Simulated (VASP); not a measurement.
Set up this calculation in VASP 6.6.1, as the native input.

```yaml
Task: single point
Functional: PBE
Dispersion: D4
Potentials_or_basis: VASP PAW PBE potentials, release 64 (Mo_sv, S)
Cutoff: 520 eV
k_mesh: 10 × 10 × 3
Occupations: fermi-dirac, width 0.05 eV
Spin: no spin polarisation
Dipole_correction: no
Further_INCAR_settings: ALGO = Normal; EDIFF = 1e-06; NBANDS = 35
```

The structure of MoS2 lies in POSCAR:

```
MoS2
1.0
    3.1899873666      0.0000000000      0.0000000000
   -1.5949936833      2.7626100972      0.0000000000
    0.0000000000      0.0000000000     12.4056182726
Mo S
2 4
Direct
    0.6666666667      0.3333333333      0.7500000000
    0.3333333333      0.6666666667      0.2500000000
    0.6666666667      0.3333333333      0.3770000000
    0.3333333333      0.6666666667      0.8770000000
    0.6666666667      0.3333333333      0.1230000000
    0.3333333333      0.6666666667      0.6230000000
```

The input as run:

INCAR

```
SYSTEM = MoS2
ALGO = Normal
EDIFF = 1E-6
ENCUT = 520
GGA = PE
ISIF = 2
ISMEAR = -1
IVDW = 13
LASPH = .TRUE.
LCHARG = .FALSE.
LREAL = .FALSE.
LWAVE = .FALSE.
NBANDS = 35
NELM = 80
PREC = Accurate
SIGMA = 0.05
```

KPOINTS

```
k-points
0
G
  10 10 3
  0 0 0
```

Potentials or basis: VASP PAW PBE potentials, release 64 (Mo_sv, S).

Run with:

```sh
$ cat potpaw_PBE.64/Mo_sv/POTCAR potpaw_PBE.64/S/POTCAR > POTCAR
$ mpirun -np 1 vasp_std > vasp.out
```

It gave:

```json
{
 "Pressure": "-4.5 GPa",
 "Largest force": "0.400 eV/Å",
 "Band gap on the k mesh": "0.96 eV, indirect (least direct gap 1.82 eV)",
 "Dispersion energy per atom": "-0.417 eV"
}
```

It took 37 s on 1 thread of Intel(R) Xeon(R) 6975P-C (Granite Rapids) (shared host), peak memory 0.26 GiB.
